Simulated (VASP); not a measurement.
Runs of VASP 6.6.1 on Mo. The structure is that of space group Im-3m (No. 229), or close to it. The cells are those of the table. 

```csv
cell,gap on the mesh (eV),pressure (GPa)
"a = 2.639 Å, angles 109.5°, 1 atom",none,(b)
"a = 2.695 Å, angles 111.1, 111.1, 106.2°, 1 atom",none,15.3
"a = 2.694 Å, angles 109.9, 109.9, 108.7°, 1 atom",none,14.4
"a = 2.803 Å, angles 109.5°, 1 atom",none,-15.4
"a = 2.667 Å, angles 110.3, 110.3, 107.8°, 1 atom",none,(a)
```

Alike in all rows: task single point; level PBE; potentials or basis VASP PAW PBE potentials, release 64 (Mo_sv); no spin polarisation; k mesh 22 × 22 × 22; cutoff (eV) 520; smearing gaussian 0.15 eV.

Task: Estimate the missing entries.

Result: (a) 24.9; (b) 36.3.

Caveats: the cell stands under pressure (at least some runs); the stress differs along the axes, from 3 to 22 GPa (at least some runs); the cell stands under tension (at least some runs); the stress differs along the axes, from 18 to 28 GPa (at least some runs).

A k mesh can miss the band edges, and the runs leave out spin-orbit coupling on Mo.

A gap of «none» marks levels without a gap at the run's occupations.
